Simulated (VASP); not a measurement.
Wanted: the native input for a VASP 6.6.1 run.

```
Task                   : single point
Functional             : LDA
Potentials or basis    : VASP PAW LDA potentials, release 64 (Ti_sv, Ta_pv)
Cutoff                 : 520 eV
k mesh                 : 6 × 6 × 6
Occupations            : fermi-dirac, width 0.1 eV
Spin                   : no spin polarisation
Dipole correction      : no
Further INCAR settings : ALGO = Normal; EDIFF = 1e-06; NBANDS = 32
```

The structure of TaTi3 lies in POSCAR:

```
TaTi3
1.0
    0.0000000000      3.2881612662      3.2881612662
    3.2881612662      0.0000000000      3.2881612662
    3.2881612662      3.2881612662      0.0000000000
Ti Ta
3 1
Direct
    0.2500000000      0.2500000000      0.2500000000
    0.7500000000      0.7500000000      0.7500000000
    0.5000000000      0.5000000000      0.5000000000
    0.0000000000      0.0000000000      0.0000000000
```

The input as run:

INCAR

```
SYSTEM = TaTi3
PREC     = Accurate       ! precision mode
ENCUT    = 520            ! plane-wave cutoff, eV
EDIFF    = 1E-6           ! SCF threshold, eV
ISMEAR   = -1             ! smearing method
SIGMA    = 0.1            ! smearing width, eV
LREAL    = .False.        ! projectors in reciprocal space
LASPH    = .True.         ! aspherical terms in the spheres
NELM     = 80             ! most SCF steps
ALGO     = Normal         ! electronic algorithm
ISIF     = 2              ! what is computed and relaxed
LWAVE    = .False.        ! write WAVECAR
LCHARG   = .True.         ! write CHGCAR
GGA      = CA             ! functional
LELF     = .True.         ! ELF
LVHAR    = .True.       
NBANDS   = 32             ! bands
```

KPOINTS

```
Automatic mesh
0
Gamma
  6 6 6
  0 0 0
```

Potentials or basis: VASP PAW LDA potentials, release 64 (Ti_sv, Ta_pv).

Command:

```sh
$ cat potpaw_LDA.64/Ti_sv/POTCAR potpaw_LDA.64/Ta_pv/POTCAR > POTCAR
$ mpirun -np 1 vasp_std > vasp.out
```

Results of the run:

```json
{"Pressure": "-11.4 GPa"}
```

Wall time 21 s on 1 thread of Intel(R) Xeon(R) 6975P-C (Granite Rapids), with other jobs on the host, peak memory 0.18 GiB.
